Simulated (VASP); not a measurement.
# Mg8HO8 (a cell with a defect) in VASP: single point with PBE+D3(BJ)

Aim: the single point of Mg8HO8 (a cell with a defect) with PBE+D3(BJ).

Program: VASP 6.6.1. These are calculated values, not measurements. Logs are shortened: lines on timing, memory, paths and dates and some standing lists are left out, and cuts for length are marked.

## Step 1: The cell of the first run

The cell holds a defect, 17 atoms: a = 6.039 Å, b = 6.039 Å, c = 6.039 Å, α = 60.00°, β = 60.00°, γ = 60.00°.

## Step 2: Single point, PBE+D3(BJ), collinear spin

The input, INCAR:

```
ALGO = Normal
EDIFF = 1E-6
ENCUT = 520
GGA = PE
ISIF = 2
ISMEAR = 0
ISPIN = 2
IVDW = 12
LASPH = True
LCHARG = False
LORBIT = 11
LREAL = Auto
LWAVE = False
MAGMOM = 0 0 0 0 0 0 0 0 0 0 0.11 0 0.11 0 0.11 0.11 0.39
NBANDS = 50
NELM = 150
PREC = Accurate
SIGMA = 0.05
```

The input, KPOINTS:

```
k-points
0
Gamma
  3 3 3
```

The input, POSCAR:

```
Mg8HO8
1.0
    0.0000000000      4.2703000000      4.2703000000
    4.2703000000      0.0000000000      4.2703000000
    4.2703000000      4.2703000000      0.0000000000
Mg O H
8 8 1
Direct
    0.0050784488     -0.0015604290     -0.0021613236
   -0.0004240920      0.0011720488      0.4992379926
   -0.0004350982      0.4998056343      0.0006271222
   -0.0004202281      0.4998207386      0.4992418565
    0.4981668735     -0.0015839637     -0.0021846240
    0.4982118352     -0.0015387678      0.5046622017
    0.4981769431      0.5053677728     -0.0021745545
    0.5009450156      0.4998123083      0.4992334262
    0.2327629206      0.2558690256      0.2553084092
    0.2503025549      0.2489939817      0.7499655762
    0.2503043112      0.7505441070      0.2484117041
    0.2503012669      0.7505408285      0.7499645224
    0.7556197457      0.2558529846      0.2552921340
    0.7556501885      0.2558834274      0.7323925720
    0.7556266539      0.7330235581      0.2552992764
    0.7487507903      0.7505434044      0.7499666300
    0.6248879470      1.1252181346      0.1244092921
```

Potentials or basis: VASP PAW PBE potentials, release 64 (Mg, O, H).

The run is started by

```sh
cat potpaw_PBE.64/Mg/POTCAR potpaw_PBE.64/O/POTCAR potpaw_PBE.64/H/POTCAR > POTCAR
mpirun -np 1 vasp_std > vasp.out
```

OUTCAR:

```text
EDIFF = 1E-6
   ENCUT = 520
   GGA = PE
   ISIF = 2
   ISMEAR = 0
   ISPIN = 2
   IVDW = 12
   LASPH = True
   LORBIT = 11
   LREAL = Auto
   NELM = 150
   PREC = Accurate
 IVDW          = 12

 ion  position               nearest neighbor table
   1  0.005  0.998  0.998-  17 1.87  12 2.12  10 2.12  11 2.12  13 2.20  15 2.20  14 2.20   5 2.98
                             7 2.98   6 2.98   2 3.02   4 3.02   3 3.02   3 3.02   4 3.02   2 3.02
   2  1.000  0.001  0.499-  14 2.08   9 2.08  13 2.08  12 2.14  16 2.14  11 2.14   3 3.01   8 3.01
                             4 3.01   1 3.02   6 3.02   5 3.02   6 3.02   5 3.02   1 3.02   4 3.03
   3  1.000  0.500  0.001-   9 2.08  15 2.08  13 2.08  12 2.14  10 2.14  16 2.14   8 3.01   2 3.01
                             4 3.01   7 3.02   5 3.02   1 3.02   1 3.02   5 3.02   7 3.02   4 3.03
   4  1.000  0.500  0.499-  14 2.08   9 2.08  15 2.08  10 2.14  16 2.14  11 2.14   3 3.01   8 3.01
                             2 3.01   1 3.02   7 3.02   6 3.02   6 3.02   7 3.02   1 3.02   2 3.03
   5  0.498  0.998  0.998-  17 1.87  10 2.12  16 2.12  11 2.12  15 2.20   9 2.20  14 2.20   7 2.98
                             1 2.98   6 2.98   8 3.02   2 3.02   3 3.02   3 3.02   2 3.02   8 3.02
   6  0.498  0.998  0.505-  17 1.87  12 2.12  10 2.12  16 2.12  13 2.20  15 2.20   9 2.20   5 2.98
                             7 2.98   1 2.98   2 3.02   4 3.02   8 3.02   8 3.02   4 3.02   2 3.02
   7  0.498  0.505  0.998-  17 1.87  12 2.12  16 2.12  11 2.12  13 2.20   9 2.20  14 2.20   5 2.98
                             1 2.98   6 2.98   8 3.02   3 3.02   4 3.02   4 3.02   3 3.02   8 3.02
   8  0.501  0.500  0.499-  14 2.08  15 2.08  13 2.08  12 2.14  10 2.14  11 2.14   3 3.01   2 3.01
                             4 3.01   7 3.02   5 3.02   6 3.02   6 3.02   5 3.02   7 3.02   4 3.03
   9  0.233  0.256  0.255-   3 2.08   2 2.08   4 2.08   6 2.20   7 2.20   5 2.20
  10  0.250  0.249  0.750-   5 2.12   1 2.12   6 2.12   4 2.14   8 2.14   3 2.14
  11  0.250  0.751  0.248-   5 2.12   7 2.12   1 2.12   4 2.14   2 2.14   8 2.14
  12  0.250  0.751  0.750-   7 2.12   1 2.12   6 2.12   2 2.14   8 2.14   3 2.14
  13  0.756  0.256  0.255-   3 2.08   8 2.08   2 2.08   6 2.20   1 2.20   7 2.20
  14  0.756  0.256  0.732-   8 2.08   2 2.08   4 2.08   1 2.20   7 2.20   5 2.20
  15  0.756  0.733  0.255-   3 2.08   8 2.08   4 2.08   6 2.20   1 2.20   5 2.20
  16  0.749  0.751  0.750-   5 2.12   7 2.12   6 2.12   4 2.14   2 2.14   3 2.14
  17  0.625  0.125  0.124-   5 1.87   7 1.87   1 1.87   6 1.87

  LATTYP: Found a face centered cubic cell.
 ALAT       =     8.5406000000

  Lattice vectors:

 A1 = (   0.0000000000,   4.2703000000,   4.2703000000)
 A2 = (   4.2703000000,   0.0000000000,   4.2703000000)
 A3 = (   4.2703000000,   4.2703000000,   0.0000000000)

Analysis of symmetry for initial positions (statically):
=====================================================================
 Subroutine PRICEL returns:
 Original cell was already a primitive cell.

 Routine SETGRP: Setting up the symmetry group for a
 face centered cubic supercell.

 Subroutine GETGRP returns: Found  1 space group operations
 (whereof  1 operations were pure point group operations)
 out of a pool of 48 trial point group operations.

The static configuration has the point symmetry C_1 .

[... 205 lines left out ...]
      1     -14.2158      1.00000
      2     -13.0465      1.00000
      3     -12.9879      1.00000
      4     -12.9877      1.00000
      5     -12.9876      1.00000
      6     -12.7395      1.00000
[... 647 lines left out ...]
     43      13.9055      0.00000
     44      14.1604      0.00000
 Fermi energy:         5.7876942891

 spin component 2

 k-point     1 :       0.0000    0.0000    0.0000
  band No.  band energies     occupation
      1     -14.1306      1.00000
      2     -12.9476      1.00000
      3     -12.9474      1.00000
      4     -12.9472      1.00000
      5     -12.9392      1.00000
      6     -12.6007      1.00000
[... 647 lines left out ...]
     43      13.9807      0.00000
     44      14.1856      0.00000
 [bands above 44 left out]

------------------------ aborting loop because EDIFF is reached ----------------------------------------

 Edisp (eV)   -4.66522

 E8    (eV) :    -1.8079

  FORCE on cell =-STRESS in cart. coord.  units (eV):
  Direction    XX          YY          ZZ          XY          YZ          ZX
  --------------------------------------------------------------------------------------
  -------------------------------------------------------------------------------------
  Total      -1.67600    -1.68014    -1.67590    -0.00041    -0.00065    -0.00427
  in kB     -17.24168   -17.28422   -17.24068    -0.00424    -0.00664    -0.04390
  external pressure =      -17.26 kB  Pullay stress =        0.00 kB

 VOLUME and BASIS-vectors are now :
 -----------------------------------------------------------------------------
  energy-cutoff  :      520.00
  volume of cell :      155.74
      direct lattice vectors                 reciprocal lattice vectors
     0.000000000  4.270300000  4.270300000    -0.117087792  0.117087792  0.117087792
     4.270300000  0.000000000  4.270300000     0.117087792 -0.117087792  0.117087792
     4.270300000  4.270300000  0.000000000     0.117087792  0.117087792 -0.117087792

 POSITION                                       TOTAL-FORCE (eV/Angst)
 -----------------------------------------------------------------------------------
      8.52471      4.28276      4.28532         0.019865     -0.019683     -0.019908
      2.13690      6.40038      4.27349         0.006120     -0.006658      0.006213
      2.13700      4.27112      6.40276         0.005899      0.005627     -0.005747
      4.26630      6.40042      6.40289        -0.006601     -0.007099     -0.006574
      8.52451      6.38829      6.39086         0.020482      0.020859      0.020727
      6.41879      4.28257      6.39124        -0.019137     -0.018890      0.019067
[... 9 lines left out ...]
      6.40763      6.39997      6.40244        -0.020094      0.018884      0.019784
      1.06598      3.19972      3.20318         0.000588      0.001158     -0.000293
 -----------------------------------------------------------------------------------
    total drift:                                0.001000      0.000336      0.001426

  FREE ENERGIE OF THE ION-ELECTRON SYSTEM (eV)
  ---------------------------------------------------
  free  energy   TOTEN  =       -99.5187900209 eV

  energy  without entropy=      -99.5163810307  energy(sigma->0) =      -99.51758553

 total charge

# of ion       s       p       d       tot
------------------------------------------
    1        0.143   0.168   0.073   0.384
    2        0.147   0.174   0.077   0.398
    3        0.147   0.174   0.077   0.398
    4        0.147   0.174   0.077   0.398
    5        0.143   0.168   0.073   0.384
    6        0.143   0.168   0.073   0.384
[... 9 lines left out ...]
   16        1.542   3.541   0.000   5.083
   17        0.544   0.017   0.000   0.561
--------------------------------------------------
tot         14.080  29.631   0.599  44.309

 magnetization (x)

# of ion       s       p       d       tot
------------------------------------------
    1       -0.001   0.001   0.002   0.003
    2        0.000   0.001   0.001   0.002
    3        0.000   0.001   0.001   0.002
    4        0.000   0.001   0.001   0.002
    5       -0.001   0.001   0.002   0.003
    6       -0.001   0.001   0.002   0.003
[... 9 lines left out ...]
   16       -0.000  -0.001   0.000  -0.001
   17        0.256   0.001   0.000   0.257
--------------------------------------------------
tot          0.289   0.392   0.012   0.693
```

Wall time 11 min (1 thread of Intel Xeon 8259CL, shared host); peak memory 0.49 GiB.

Results:

```
Free energy                                           : -99.5188 eV
Pressure                                              : -1.7 GPa
Largest force                                         : 0.036 eV/Å
Net moment                                            : 0.93 μB per cell
Site moments                                          : Mg +0.00; O +0.10, -0.00 (each value once); H +0.26 μB
Valence electrons inside the program's atomic spheres : Mg 0.38, 0.40 (each value once); O 5.07, 5.08 (each value once); H 0.56
Dispersion energy per atom                            : -0.274 eV
```

Forces on the atoms (eV/Å):
```
Mg   0.020 -0.020 -0.020
Mg   0.006 -0.007  0.006
Mg   0.006  0.006 -0.006
Mg  -0.007 -0.007 -0.007
Mg   0.020  0.021  0.021
Mg  -0.019 -0.019  0.019
Mg  -0.020  0.020 -0.020
Mg  -0.005  0.006  0.005
O    0.000  0.001  0.000
O    0.019 -0.020  0.019
O    0.020  0.020 -0.020
O   -0.019 -0.020 -0.018
O   -0.001 -0.001 -0.001
O   -0.001  0.000  0.001
O    0.000  0.000  0.001
O   -0.020  0.019  0.020
H    0.001  0.001  0.000
```

Caveat: the k points lie up to 0.42 Å⁻¹ apart.
